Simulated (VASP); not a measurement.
# SiGe (P6_3mc) in VASP: notebook, part 3 of 3

VASP 6.6.1.

## 5. Single point, PBEsol (atoms displaced along a vibrational mode)

INCAR reads:

```
PREC     = Accurate       # precision mode
ENCUT    = 520            # plane-wave cutoff, eV
EDIFF    = 1E-6           # SCF threshold, eV
ISMEAR   = 0              # smearing method
SIGMA    = 0.03           # smearing width, eV
LREAL    = False          # projectors in reciprocal space
LASPH    = True           # aspherical terms in the spheres
NELM     = 100            # most SCF steps
ALGO     = Normal         # electronic algorithm
ISIF     = 2              # what is computed and relaxed
LWAVE    = False          # write WAVECAR
LCHARG   = False          # write CHGCAR
GGA      = PS             # functional
NBANDS   = 26             # bands
```

KPOINTS reads:

```
Automatic mesh
0
Gamma
  12 12 6
```

POSCAR reads:

```
SiGe
1.0
    3.9044512986      0.0000000000      0.0000000000
   -1.9522256493      3.3813540124      0.0000000000
    0.0000000000      0.0000000000      6.4507830000
Si Ge
2 2
Direct
    0.6666666667      0.3333333333      0.8839081965
    0.3333333333      0.6666666667      0.3839081965
    0.6666666667      0.3333333333      0.4967953581
    0.3333333333      0.6666666667     -0.0032046419
```

Potentials or basis: VASP PAW PBE potentials, release 64 (Si, Ge_d).

Launch:

```console
$ cat potpaw_PBE.64/Si/POTCAR potpaw_PBE.64/Ge_d/POTCAR > POTCAR
$ mpirun -np 1 vasp_std > vasp.out
```

OUTCAR:

```text
PREC = Accurate
   ENCUT = 520
   EDIFF = 1E-6
   ISMEAR = 0
   LREAL = False
   LASPH = True
   NELM = 100
   ISIF = 2
   GGA = PS

 ion  position               nearest neighbor table
   1  0.667  0.333  0.884-   4 2.37   4 2.37   4 2.37   3 2.50
   2  0.333  0.667  0.384-   3 2.37   3 2.37   3 2.37   4 2.50
   3  0.667  0.333  0.497-   2 2.37   2 2.37   2 2.37   1 2.50
   4  0.333  0.667  0.997-   1 2.37   1 2.37   1 2.37   2 2.50

  LATTYP: Found a hexagonal cell.
 ALAT       =     3.9044512986
 C/A-ratio  =     1.6521612146

  Lattice vectors:

 A1 = (   3.9044512986,   0.0000000000,   0.0000000000)
 A2 = (  -1.9522256493,   3.3813540124,   0.0000000000)
 A3 = (   0.0000000000,   0.0000000000,   6.4507830000)

Analysis of symmetry for initial positions (statically):
=====================================================================
 Subroutine PRICEL returns:
 Original cell was already a primitive cell.

 Routine SETGRP: Setting up the symmetry group for a
 hexagonal supercell.

 Subroutine GETGRP returns: Found 12 space group operations
 (whereof  6 operations were pure point group operations)
 out of a pool of 24 trial point group operations.

The static configuration has the point symmetry C_3v.
 The point group associated with its full space group is C_6v.

Analysis of symmetry for dynamics (positions and initial velocities):
=====================================================================
 Subroutine PRICEL returns:
 Original cell was already a primitive cell.

 Routine SETGRP: Setting up the symmetry group for a
 hexagonal supercell.

 Subroutine GETGRP returns: Found 12 space group operations
 (whereof  6 operations were pure point group operations)
 out of a pool of 24 trial point group operations.

The dynamic configuration has the point symmetry C_3v.
 The point group associated with its full space group is C_6v.

[... 119 lines left out ...]
   IALGO  =     38    algorithm
   IMIX   =      4    mixing-type and parameters
     AMIX     =   0.40;   BMIX     =  1.00
     AMIX_MAG =   1.60;   BMIX_MAG =  1.00
  volume/ion in A,a.u.               =      21.29       143.68
  Fermi-wavevector in a.u.,A,eV,Ry     =   1.228631  2.321775 20.538443  1.509533
  Thomas-Fermi vector in A             =   2.363549
   LORBIT       =      0    0 simple, 1 ext, 2 COOP (PROOUT), +10 PAW based schemes
   GGA     = PS    functional components
   LHFCALC =     F    Hartree Fock is set to
   AEXX    =    0.0000 exact exchange contribution
   IVDW    =     0    specifies the selected vdW correction
   LEPSILON=     F    determine dielectric tensor
   LRPA    =     F    only Hartree local field effects (RPA)
 non-spin polarized calculation
 Gauss-broadening in eV      SIGMA  =   0.03
  energy-cutoff  :      520.00
  volume of cell :       85.17
 maximum number of plane-waves:      2316
 NGX is ok and might be reduce to    30
   NGX = 15   NGY = 15   NGZ = 23

 number of electron      35.9999997 magnetization

 Free energy of the ion-electron system (eV)
  ---------------------------------------------------
  ext. energy  EPLUGINS =         0.00000000
  ---------------------------------------------------
  free energy    TOTEN  =       -21.18275162 eV

  energy without entropy =      -21.18274179  energy(sigma->0) =      -21.18274671

 E-fermi :   5.7064     XC(G=0):  -9.8649

 val. band max:        5.6704442752   @ k =   0.0000   0.0000   0.0000
 cond. band min:       5.7440611666   @ k =   0.0000   0.0000   0.0000
 fundamental gap:      0.0736168914
 Fermi energy:         5.7063753560

 k-point     1 :       0.0000    0.0000    0.0000
  band No.  band energies     occupation
      1     -19.0075      2.00000
      2     -19.0075      2.00000
      3     -19.0054      2.00000
      4     -19.0051      2.00000
      5     -19.0051      2.00000
      6     -19.0048      2.00000
[... 685 lines left out ...]
     25      12.4301      0.00000
     26      12.8674      0.00000

 [... further k-points ...]

------------------------ aborting loop because EDIFF is reached ----------------------------------------

  FORCE on cell =-STRESS in cart. coord.  units (eV):
  Direction    XX          YY          ZZ          XY          YZ          ZX
  --------------------------------------------------------------------------------------
  -------------------------------------------------------------------------------------
  Total        0.7681147      0.7681147     -1.4742105      0.0000000      0.0000000     -0.0000000
  in kB       14.4501903     14.4501903    -27.7336481      0.0000000      0.0000000     -0.0000000
  external PRESSURE =       0.3889108 kB  Pullay stress =       0.0000000 kB

 VOLUME and BASIS-vectors are now :
 -----------------------------------------------------------------------------
  energy-cutoff  :      520.00
  volume of cell :       85.17
      direct lattice vectors                 reciprocal lattice vectors
     3.904451299  0.000000000  0.000000000     0.256117934  0.147869758  0.000000000
    -1.952225649  3.381354012  0.000000000     0.000000000  0.295739516  0.000000000
     0.000000000  0.000000000  6.450783000     0.000000000  0.000000000  0.155019941

 POSITION                                       TOTAL-FORCE (eV/Angst)
 -----------------------------------------------------------------------------------
      1.95223      1.12712      5.70190        -0.000000      0.000000     -0.892154
     -0.00000      2.25424      2.47651         0.000000      0.000000     -0.892154
      1.95223      1.12712      3.20472        -0.000000      0.000000      0.892154
     -0.00000      2.25424      6.43011        -0.000000     -0.000000      0.892154
 -----------------------------------------------------------------------------------
    total drift:                                0.000000      0.000000     -0.003313

  FREE ENERGIE OF THE ION-ELECTRON SYSTEM (eV)
  ---------------------------------------------------
  free  energy   TOTEN  =       -21.1827516225 eV

  energy  without entropy=      -21.1827417929  energy(sigma->0) =      -21.18274671
```

OSZICAR:

```text
N       E                     dE             d eps       ncg     rms          rms(c)
DAV:   1     0.261955782166E+03    0.26196E+03   -0.17583E+04  4658   0.295E+03
DAV:   2     0.211553728313E+02   -0.24080E+03   -0.23194E+03  4000   0.633E+02
DAV:   3    -0.198903356355E+02   -0.41046E+02   -0.40576E+02  4816   0.154E+02
DAV:   4    -0.215200202487E+02   -0.16297E+01   -0.16270E+01  4762   0.338E+01
DAV:   5    -0.215540683037E+02   -0.34048E-01   -0.34041E-01  4826   0.553E+00    0.583E+00
DAV:   6    -0.213014993297E+02    0.25257E+00   -0.10260E-01  4618   0.242E+00    0.339E+00
DAV:   7    -0.211801010638E+02    0.12140E+00   -0.17955E-01  4262   0.278E+00    0.220E-01
DAV:   8    -0.211824226469E+02   -0.23216E-02   -0.16970E-02  4866   0.138E+00    0.110E-01
DAV:   9    -0.211826339398E+02   -0.21129E-03   -0.43042E-04  5032   0.175E-01    0.792E-02
DAV:  10    -0.211827309644E+02   -0.97025E-04   -0.10175E-04  4580   0.898E-02    0.228E-02
DAV:  11    -0.211827498435E+02   -0.18879E-04   -0.19283E-05  4448   0.234E-02    0.445E-03
DAV:  12    -0.211827513972E+02   -0.15536E-05   -0.17183E-06  4074   0.120E-02    0.213E-03
DAV:  13    -0.211827516225E+02   -0.22537E-06   -0.26676E-07  2790   0.419E-03
   1 F= -.21182752E+02 E0= -.21182747E+02  d E =-.982958E-05
```

It took 63 s on 1 thread of Intel Xeon 6975P-C (Granite Rapids), shared host; peak memory 0.28 GiB.

Results:

| Item | Value |
| --- | --- |
| Free energy | -21.1828 eV |
| Pressure | 0.0 GPa |
| Largest force | 0.892 eV/Å |
| Band gap on the k mesh | 0.07 eV |

Forces in eV/Å, atoms in the order of the input:
```
Si   0.000  0.000 -0.892
Si   0.000  0.000 -0.892
Ge   0.000  0.000  0.892
Ge   0.000  0.000  0.892
```

Caveat: the cell differs from its parent crystal (atoms displaced along a vibrational mode); the PAW data sets were made with another functional, which shifts forces and pressure a little. A k mesh can miss the band edges.

## 6. Summary

| cell | gap on the mesh (eV) | pressure (GPa) | largest force (eV/Å) |
| --- | --- | --- | --- |
| as given, atomic positions A | none | 0.5 | 1.35 |
| as given, atomic positions B | 0.07 | -0.2 | 1.11 |
| as given, atomic positions C | 0.38 | -0.2 | 0.48 |
| as given, atomic positions D | 0.07 | 0.0 | 0.89 |

Alike in all rows: task single point; level PBEsol; potentials or basis VASP PAW PBE potentials, release 64 (Si, Ge_d); no spin polarisation; k mesh 12 × 12 × 6; cutoff (eV) 520; smearing gaussian 0.03 eV.

Caveats: the PAW data sets were made with another functional, which shifts forces and pressure a little; semilocal functionals underestimate gaps, so a narrow gap can read as zero (at least some runs).

Total energies depend on the potentials used, so only differences within one code and one set of settings carry meaning.
